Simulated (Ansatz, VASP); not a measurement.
Two plane-wave programs on SnO

File INCAR:

```
SYSTEM = SnO
PREC = Accurate ; ENCUT = 520
EDIFF = 1E-6 ; ISMEAR = 0
SIGMA = 0.15 ; LREAL = .False.
LASPH = .True. ; NELM = 80
ALGO = Normal ; ISIF = 2
LWAVE = .False. ; LCHARG = .True.
GGA = PS ; LELF = .True.
LVHAR = .True. ; NBANDS = 28
```

The input KPOINTS:

```
regular mesh
0
Gamma
  12 12 10
  0 0 0
```

The input POSCAR:

```
SnO
1.0
    3.8020000000      0.0000000000      0.0000000000
    0.0000000000      3.8020000000      0.0000000000
    0.0000000000      0.0000000000      4.8360000000
Sn O
2 2
Direct
    0.0000000000      0.5000000000      0.2385000000
    0.5000000000      0.0000000000      0.7615000000
    0.0000000000      0.0000000000     -0.1240694789
    0.5000000000      0.5000000000      0.0000000000
```

Input for Ansatz:

```yaml
crystal:
  lattice:
    - [3.802, 0.0, 0.0]
    - [0.0, 3.802, 0.0]
    - [0.0, 0.0, 4.836]
  atoms:
    - { symbol: Sn, position: [0.0, 0.5, 0.2385] }
    - { symbol: Sn, position: [0.5, 0.0, 0.7615] }
    - { symbol: O, position: [0.0, 0.0, -0.1240694789] }
    - { symbol: O, position: [0.5, 0.5, 0.0] }
basis:
  ecutwfc: 420
kpoints:
  mp_grid: { grid: [12, 12, 10] }
hamiltonian:
  xc: pbesol
scf:
  occupations: { method: gaussian, width: 0.15 }
output:
  forces: true
  stress: true
  eigenvalues: true
```

Alike in both runs: task single point; functional PBEsol; k mesh 12 × 12 × 10; occupations gaussian, width 0.15 eV; no spin polarisation.

|  | VASP | Ansatz |
| --- | --- | --- |
| version | VASP 6.6.1 | Ansatz 0.2.0 |
| potentials or method | VASP PAW PBE potentials, release 64 (Sn_d, O), cutoff 520 eV | scalar-relativistic, plane waves, PAW |
| valence electrons in the cell | 40 | 40 |

Ansatz gave:

| Item | Value |
| --- | --- |
| gap on the k mesh at the Fermi level (eV) | none |
| pressure (GPa) | 4.4 |
| traceless stress, the component that is largest in VASP (GPa) | 12.28 |
| rms of the force components (eV/Å) | 1.187 |

Which values does VASP return?

gap on the k mesh at the Fermi level (eV): none; pressure (GPa): 4.6; traceless stress, the component that is largest in VASP (GPa): 12.58; rms of the force components (eV/Å): 1.206.

VASP's potentials were made for PBE, not for PBEsol. Atom by atom the forces differ by 0.031 eV/Å (rms over components). A gap of «none» marks a metal or a gap that the smearing closes. With one functional, cell and mesh, what is left measures potentials, basis and numerics.
